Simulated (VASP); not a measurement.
Set up this calculation in VASP 6.6.1, as the native input.

| Quantity | Value |
| --- | --- |
| Task | single point |
| Functional | PBE |
| Dispersion | D3(BJ) |
| Potentials or basis | VASP PAW PBE potentials, release 64 (Bi_d) |
| Cutoff | 520 eV |
| k mesh | 18 × 18 × 18 |
| Occupations | gaussian, width 0.15 eV |
| Spin | no spin polarisation |
| Dipole correction | no |
| Further INCAR settings | ALGO = Fast; EDIFF = 1e-06; NBANDS = 14 |

The structure of Bi lies in POSCAR:

```
Bi
1.0
   -1.6874320701      1.6874320701      2.6421811354
    1.6874320701     -1.6874320701      2.6421811354
    1.6874320701      1.6874320701     -2.6421811354
Bi
1
Direct
    0.0000000000      0.0000000000      0.0000000000
```

One way to write it, as run:

INCAR

```
SYSTEM = Bi
ALGO = Fast
EDIFF = 1E-6
ENCUT = 520
GGA = PE
ISIF = 2
ISMEAR = 0
IVDW = 12
LASPH = .True.
LCHARG = .True.
LELF = .True.
LREAL = .False.
LVHAR = .True.
LWAVE = .False.
NBANDS = 14
NELM = 60
PREC = Accurate
SIGMA = 0.15
```

KPOINTS

```
k-points
0
Gamma
  18 18 18
  0 0 0
```

Potentials or basis: VASP PAW PBE potentials, release 64 (Bi_d).

Run with:

```sh
$ cat potpaw_PBE.64/Bi_d/POTCAR > POTCAR
$ mpirun -np 1 vasp_std > vasp.out
```

It gave:

```json
{
 "Pressure": "0.5 GPa",
 "Band gap on the k mesh": "zero (an odd number of electrons rules out a gap without spin polarisation)",
 "Dispersion energy per atom": "-0.524 eV"
}
```

Caveat: spin-orbit coupling is left out, which moves the levels of the heavy elements.

Wall time 5.3 min on 1 thread of Intel Xeon 8259CL, with other jobs on the host, peak memory 0.31 GiB.
